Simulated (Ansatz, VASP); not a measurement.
BP: VASP beside Ansatz

The input POSCAR:

```
BP
1.0
    0.0000000000      2.3030350000      2.2690000000
    2.2690000000      0.0000000000      2.2690000000
    2.2690000000      2.3030350000      0.0000000000
B P
1 1
Direct
    0.0000000000      0.0000000000      0.0000000000
    0.7500000000      0.7500000000      0.7500000000
```

File INCAR.step1:

```
SYSTEM = BP
PREC = Accurate
ENCUT = 520
ISMEAR = 0
SIGMA = 0.05
LREAL = .False.
LASPH = .True.
NELM = 100
NBANDS = 11
GGA = PE
ALGO = Normal
EDIFF = 1E-4
LWAVE = .True.
LCHARG = .False.
```

File INCAR.step2:

```
SYSTEM = BP
PREC = Accurate
ENCUT = 520
EDIFF = 1E-6
ISMEAR = 0
SIGMA = 0.05
LREAL = .False.
LASPH = .True.
NELM = 100
ALGO = Normal
ISIF = 2
LWAVE = .False.
LCHARG = .False.
METAGGA = R2SCAN
LMIXTAU = .True.
NBANDS = 11
ISTART = 1
```

File KPOINTS:

```
regular mesh
0
Gamma
  10 10 10
  0 0 0
```

Input for Ansatz:

```yaml
crystal:
  lattice:
    - [0.0, 2.303035, 2.269]
    - [2.269, 0.0, 2.269]
    - [2.269, 2.303035, 0.0]
  atoms:
    - { symbol: B, position: [0.0, 0.0, 0.0] }
    - { symbol: P, position: [0.75, 0.75, 0.75] }
basis:
  ecutwfc: 500
kpoints:
  mp_grid: { grid: [10, 10, 10] }
hamiltonian:
  xc: r2scan
scf:
  occupations: { method: gaussian, width: 0.05 }
output:
  forces: true
  stress: true
  eigenvalues: true
  write_density: true
  write_potential: true
  elf: true
  volumetric_format: npy
```

Change from the starting cell: strain +0.0150 x Voigt [0, 1, 0, 0, 0, 0], atoms carried along.

Alike in both runs: task single point; functional r2SCAN; k mesh 10 × 10 × 10; occupations gaussian, width 0.05 eV; no spin polarisation.

```csv
,VASP,Ansatz
version,VASP 6.6.1,Ansatz 0.2.0
potentials or method,"VASP PAW PBE potentials, release 64 (B, P), cutoff 520 eV","scalar-relativistic, plane waves, PAW"
valence electrons in the cell,8,8
```

```tsv
	VASP	Ansatz	Ansatz less VASP
gap on the k mesh at the Fermi level (eV)	1.35	1.32	-0.030
least direct gap on the mesh (eV)	3.54	3.50	-0.040
pressure (GPa)	-3.1	-2.6	+0.49
traceless stress, the component that is largest in VASP (GPa)	-2.89	-2.87	+0.013
```

VASP's potentials were made for PBE, not for r2SCAN. With one functional, cell and mesh, what is left measures potentials, basis and numerics.
